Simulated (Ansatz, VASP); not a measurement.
**GaN in VASP and in Ansatz**

```xyz
4
Lattice="0.0000 -2.2491 -2.3391 0.0000 2.2491 -2.3391 4.6781 0.0000 0.0000" Properties=species:S:1:pos:R:3 pbc="T T T"
Ga    2.3391    0.0000   -2.3354
Ga    0.0000    0.0000   -0.0037
N     1.1695    1.0955   -1.1695
N     3.5086   -1.0955   -1.1695
```

Change from the starting cell: mode 11 frozen in at -0.029 Å, equal normal strain along x and y +0.0400.

Alike in both runs: task single point; functional PBEsol; k mesh 8 × 8 × 6; occupations gaussian, width 0.05 eV; no spin polarisation.

```csv
,VASP,Ansatz
version,VASP 6.6.1,Ansatz 0.2.0
potentials or method,"VASP PAW PBE potentials, release 64 (Ga_d, N), cutoff 520 eV","scalar-relativistic, plane waves, PAW"
valence electrons in the cell,36,36
```

Ansatz gave:

```
gap on the k mesh at the Fermi level (eV)                     : 1.09
least direct gap on the mesh (eV)                             : 1.09
pressure (GPa)                                                : -12.4
traceless stress, the component that is largest in VASP (GPa) : 3.01
rms of the force components (eV/Å)                            : 0.190
```

**Question.** What did VASP give for the same quantities?

**Answer.** gap on the k mesh at the Fermi level (eV): 1.11; least direct gap on the mesh (eV): 1.11; pressure (GPa): -12.4; traceless stress, the component that is largest in VASP (GPa): 3.03; rms of the force components (eV/Å): 0.189.

VASP's potentials were made for PBE, not for PBEsol, and Ansatz warns of the same on its side. Atom by atom the forces differ by 0.002 eV/Å (rms over components).
